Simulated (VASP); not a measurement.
# CaF2 (Fm-3m) in VASP: vibrations by perturbation theory with LDA

Aim: the vibrations by perturbation theory of CaF2 with LDA.

All numbers are computed with VASP 6.6.1; they aren't measurements. Logs are shortened: lines on timing, memory, paths and dates and some standing lists are left out, and cuts for length are marked.

## (1) The cell of the first run

It takes space group Fm-3m (No. 225, cubic). The conventional cell has a = 5.195 Å, b = 5.195 Å, c = 5.195 Å, α = 90.00°, β = 90.00°, γ = 90.00°. Ca (site symmetry m-3m) has 8 F at 2.25 Å within 3.0 Å. F (site symmetry -43m) has 4 Ca at 2.25 Å and 6 F at 2.60 Å within 3.0 Å.

## (2) Vibrations by perturbation theory, LDA

Contents of INCAR:

```
PREC     = Accurate       # precision mode
ENCUT    = 600            # plane-wave cutoff, eV
EDIFF    = 1E-8           # SCF threshold, eV
ISMEAR   = 0              # smearing method
SIGMA    = 0.01           # smearing width, eV
LREAL    = F              # projectors in reciprocal space
LASPH    = T              # aspherical terms in the spheres
NELM     = 120            # most SCF steps
ALGO     = Normal         # electronic algorithm
ISIF     = 2              # what is computed and relaxed
LWAVE    = F              # write WAVECAR
LCHARG   = F              # write CHGCAR
NBANDS   = 19             # bands
IBRION   = 8              # ionic algorithm
NSW      = 1              # ionic steps
LEPSILON = T              # dielectric tensor by DFPT
GGA_COMPAT= F
```

Contents of KPOINTS:

```
regular mesh
0
Gamma
  8 8 8
```

Contents of POSCAR:

```
CaF2
1.0
    0.0000000000      2.5973626651      2.5973626651
    2.5973626651      0.0000000000      2.5973626651
    2.5973626651      2.5973626651      0.0000000000
Ca F
1 2
Direct
    0.0000000000      0.0000000000      0.0000000000
    0.2500000000      0.2500000000      0.2500000000
    0.7500000000      0.7500000000      0.7500000000
```

Potentials or basis: VASP PAW LDA potentials, release 64 (Ca_sv, F).

Started as:

```console
$ cat potpaw_LDA.64/Ca_sv/POTCAR potpaw_LDA.64/F/POTCAR > POTCAR
$ mpirun -np 1 vasp_std > vasp.out
```

OUTCAR:

```text
PREC = Accurate
   ENCUT = 600
   EDIFF = 1E-8
   ISMEAR = 0
   LREAL = F
   LASPH = T
   NELM = 120
   ISIF = 2
   IBRION = 8
   NSW = 1
   LEPSILON = T

 ion  position               nearest neighbor table
   1  0.000  0.000  0.000-   3 2.25   3 2.25   3 2.25   2 2.25   2 2.25   2 2.25   3 2.25   2 2.25

   2  0.250  0.250  0.250-   1 2.25   1 2.25   1 2.25   1 2.25
   3  0.750  0.750  0.750-   1 2.25   1 2.25   1 2.25   1 2.25

  LATTYP: Found a face centered cubic cell.
 ALAT       =     5.1947253302

  Lattice vectors:

 A1 = (   0.0000000000,   2.5973626651,   2.5973626651)
 A2 = (   2.5973626651,   0.0000000000,   2.5973626651)
 A3 = (   2.5973626651,   2.5973626651,   0.0000000000)

Analysis of symmetry for initial positions (statically):
=====================================================================
 Subroutine PRICEL returns:
 Original cell was already a primitive cell.

 Routine SETGRP: Setting up the symmetry group for a
 face centered cubic supercell.

 Subroutine GETGRP returns: Found 48 space group operations
 (whereof 48 operations were pure point group operations)
 out of a pool of 48 trial point group operations.

The static configuration has the point symmetry O_h .

Analysis of symmetry for dynamics (positions and initial velocities):
=====================================================================
 Subroutine PRICEL returns:
 Original cell was already a primitive cell.

 Routine SETGRP: Setting up the symmetry group for a
 face centered cubic supercell.

 Subroutine GETGRP returns: Found 48 space group operations
 (whereof 48 operations were pure point group operations)
 out of a pool of 48 trial point group operations.

[... 780 lines left out ...]
          XX          YY          ZZ          XY          YZ          ZX
  --------------------------------------------------------------------------------
  x     0.00000     0.00000     0.00000     0.00000     0.00000     0.00000
  y     0.00000     0.00000     0.00000     0.00000     0.00000     0.00000
  z     0.00000     0.00000     0.00000     0.00000     0.00000     0.00000

 PIEZOELECTRIC TENSOR (including local field effects)  for field in x, y, z        (C/m^2)
          XX          YY          ZZ          XY          YZ          ZX
  --------------------------------------------------------------------------------
  x     0.00000     0.00000     0.00000     0.00000     0.00000     0.00000
  y     0.00000     0.00000     0.00000     0.00000     0.00000     0.00000
  z     0.00000     0.00000     0.00000     0.00000     0.00000     0.00000

 BORN EFFECTIVE CHARGES (including local field effects) (in |e|, cummulative output)
 ---------------------------------------------------------------------------------
 ion    1
    1     2.40097     0.00000     0.00000
    2     0.00000     2.40097     0.00000
    3     0.00000     0.00000     2.40097
 ion    2
    1    -1.20049     0.00000     0.00000
    2     0.00000    -1.20049     0.00000
    3     0.00000     0.00000    -1.20049
 ion    3
    1    -1.20049     0.00000     0.00000
    2     0.00000    -1.20049     0.00000
    3     0.00000     0.00000    -1.20049

 INTERNAL STRAIN TENSOR FOR ION    3 for displacements in x,y,z  (eV/Angst):
          X           Y           Z          XY          YZ          ZX
  --------------------------------------------------------------------------------
  x    -0.00000     0.00000     0.00000     0.00000     6.00846     0.00000
  y    -0.00000    -0.00000    -0.00000     0.00000     0.00000     6.00846
  z    -0.00000    -0.00000    -0.00000     6.00846     0.00000     0.00000

 SECOND DERIVATIVES (NOT SYMMETRIZED)
 ------------------------------------
               1X          1Y          1Z          2X          2Y          2Z          3X          3Y          3Z
  1X    -8.367096    0.000000    0.000000    4.183548    0.000000    0.000000    4.183548    0.000000    0.000000
  1Y     0.000000   -8.367096    0.000000    0.000000    4.183548    0.000000    0.000000    4.183548    0.000000
  1Z     0.000000    0.000000   -8.367096    0.000000    0.000000    4.183548    0.000000    0.000000    4.183548
  2X     4.198142    0.000000    0.000000   -7.352265    0.000000    0.000000    3.154123    0.000000    0.000000
  2Y     0.000000    4.198142    0.000000    0.000000   -7.352265    0.000000    0.000000    3.154123    0.000000
  2Z     0.000000    0.000000    4.198142    0.000000    0.000000   -7.352265    0.000000    0.000000    3.154123
  3X     4.198142    0.000000    0.000000    3.154123    0.000000    0.000000   -7.352265    0.000000    0.000000
  3Y     0.000000    4.198142    0.000000    0.000000    3.154123    0.000000    0.000000   -7.352265    0.000000
  3Z     0.000000    0.000000    4.198142    0.000000    0.000000    3.154123    0.000000    0.000000   -7.352265

 Eigenvectors and eigenvalues of the dynamical matrix
 ----------------------------------------------------

   1 f  =   11.625817 THz    73.047165 2PiTHz  387.795528 cm-1    48.080496 meV
             X         Y         Z           dx          dy          dz
      0.000000  0.000000  0.000000     0.000000    0.000000    0.000000
      1.298681  1.298681  1.298681    -0.669433   -0.119132    0.194079
      3.896044  3.896044  3.896044     0.669433    0.119132   -0.194079
[... 43 lines left out ...]
   9 f/i=    0.008918 THz     0.056035 2PiTHz    0.297480 cm-1     0.036883 meV
             X         Y         Z           dx          dy          dz
      0.000000  0.000000  0.000000     0.705823    0.124075   -0.024949
      1.298681  1.298681  1.298681     0.485111    0.085276   -0.017148
      3.896044  3.896044  3.896044     0.485111    0.085276   -0.017148

--------------------------------------------------------------------------------------------------------

 MACROSCOPIC STATIC DIELECTRIC TENSOR IONIC CONTRIBUTION
 ------------------------------------------------------
           3.553311    -0.000000    -0.000000
          -0.000000     3.553311    -0.000000
          -0.000000    -0.000000     3.553311
 ------------------------------------------------------

 ELASTIC MODULI CONTR FROM IONIC RELAXATION (kBar)
 Direction    XX          YY          ZZ          XY          YZ          ZX
 --------------------------------------------------------------------------------
 XX          -0.0000      0.0000      0.0000      0.0000      0.0000      0.0000
 YY           0.0000     -0.0000     -0.0000      0.0000     -0.0000      0.0000
 ZZ           0.0000     -0.0000     -0.0000      0.0000     -0.0000      0.0000
 XY           0.0000      0.0000      0.0000   -314.1857      0.0000     -0.0000
 YZ           0.0000     -0.0000     -0.0000      0.0000   -314.1857      0.0000
 ZX           0.0000      0.0000      0.0000     -0.0000      0.0000   -314.1857
 --------------------------------------------------------------------------------

 PIEZOELECTRIC TENSOR IONIC CONTR  for field in x, y, z        (C/m^2)
          XX          YY          ZZ          XY          YZ          ZX
  --------------------------------------------------------------------------------
  x     0.00000    -0.00000    -0.00000    -0.00000    -0.00000     0.00000
  y     0.00000     0.00000     0.00000    -0.00000    -0.00000    -0.00000
  z    -0.00000     0.00000     0.00000    -0.00000     0.00000     0.00000
```

OSZICAR:

```text
N       E                     dE             d eps       ncg     rms          rms(c)
DAV:   1     0.226963153348E+03    0.22696E+03   -0.14998E+04  1102   0.146E+03
DAV:   2    -0.868459188511E+01   -0.23565E+03   -0.22741E+03  1290   0.374E+02
DAV:   3    -0.198541636207E+02   -0.11170E+02   -0.11119E+02  1242   0.869E+01
DAV:   4    -0.202167557349E+02   -0.36259E+00   -0.36184E+00  1730   0.123E+01
[... 245 lines left out ...]
RMM:  10    -0.525301748550E+00   -0.13719E-06   -0.24649E-07  8935   0.620E-04    0.251E-05
RMM:  11    -0.525301865693E+00   -0.11714E-06    0.13096E-07  8582   0.289E-04    0.209E-05
RMM:  12    -0.525301833547E+00    0.32146E-07   -0.11174E-07  8818   0.138E-04    0.353E-06
RMM:  13    -0.525301799637E+00    0.33910E-07    0.65754E-09  9060   0.652E-05    0.178E-06
RMM:  14    -0.525301791280E+00    0.83563E-08    0.28740E-08  8952   0.316E-05    0.685E-07
 Linear response finished
```

It took 24 min on 1 thread of Intel Xeon 8259CL, shared host; peak memory 0.38 GiB.

What came out:

```
Electronic dielectric tensor (diagonal)                 : 2.42
Born charges (mean of the diagonal)                     : Ca +2.40; F -1.20 e
Highest phonon frequency at Γ, LO-TO splitting left out : 388 cm⁻¹
```

Phonon frequencies in cm⁻¹ (negative: imaginary):
```csv
q point,frequencies
"(0.000, 0.000, 0.000)",0 0 0 342 342 342 388 388 388
```

Electronic dielectric tensor:
```
2.42 0.00 0.00
0.00 2.42 0.00
0.00 0.00 2.42
```

Born effective charge tensors (e):
atom 1, Ca
```
2.40 0.00 0.00
0.00 2.40 0.00
0.00 0.00 2.40
```
atom 2, F
```
-1.20  0.00  0.00
 0.00 -1.20  0.00
 0.00  0.00 -1.20
```
atom 3, F
```
-1.20  0.00  0.00
 0.00 -1.20  0.00
 0.00  0.00 -1.20
```

Caveat: the cell stands under pressure or tension, which shifts response properties.
